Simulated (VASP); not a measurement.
SnSe: single point with PBE+D3(BJ)

Crystal: SnSe.

```
Sn Se
1.0
     2.15500   -5.85250    0.00000
     2.15500    5.85250    0.00000
     0.00000    0.00000    4.31800
Sn Se
2 2
Cartesian
  2.1550 -4.3740 1.0795
  2.1550 4.3740 3.2385
  2.1550 -1.6493 1.0795
  2.1550 1.6493 3.2385
```

```yaml
Program: VASP 6.6.1
Task: single point
Functional: PBE
Dispersion: D3(BJ)
Potentials_or_basis: VASP PAW PBE potentials, release 64 (Sn_d, Se)
Cutoff: 520 eV
k_mesh: 10 × 10 × 8
Occupations: gaussian, width 0.01 eV
Spin: no spin polarisation
Dipole_correction: no
Further_INCAR_settings: ALGO = Normal; EDIFF = 1e-06; NBANDS = 28
```

| Property | Result |
| --- | --- |
| Pressure | -1.9 GPa |
| Largest force | 0.012 eV/Å |
| Band gap on the k mesh | 0.53 eV, indirect (least direct gap 0.63 eV) |
| Dispersion energy per atom | -0.355 eV |

Forces on the atoms (eV/Å):
```
Sn   0.000 -0.009  0.000
Sn   0.000  0.009  0.000
Se   0.000  0.012  0.000
Se   0.000 -0.012  0.000
```

Stress tensor (GPa, compression positive):
```
-2.42  0.00  0.00
 0.00 -0.87  0.00
 0.00  0.00 -2.41
```

Levels at points of the mesh, in eV from the valence-band top:
```
           k point  band 17  band 18  band 19  band 20  band 21  band 22  band 23  band 24
(0.00, 0.00, 0.00)    -2.92    -2.23    -1.58    -0.64     3.64     3.90     3.97     4.59
(0.50, 0.00, 0.00)    -1.85    -1.53    -0.48    -0.36     1.21     1.25     1.28     2.30
(0.50, 0.50, 0.00)    -2.24    -1.75    -1.60    -0.67     0.53     3.45     3.78     4.01
(0.00, 0.00, 0.50)    -1.64    -1.64    -0.24    -0.24     0.86     0.86     1.55     1.55
(0.50, 0.00, 0.50)    -3.69    -3.69    -1.60    -1.60     2.61     2.61     4.88     4.88
(0.50, 0.50, 0.50)    -1.47    -1.47    -0.91    -0.91     1.46     1.46     2.15     2.15
```

Run time: 11 min on 1 thread of Oxide Virtual Turin-like Processor, with other jobs on the host, peak memory 0.52 GiB.

Caveat: spin-orbit coupling is left out, which moves the levels of the heavy elements. A k mesh can miss the band edges.
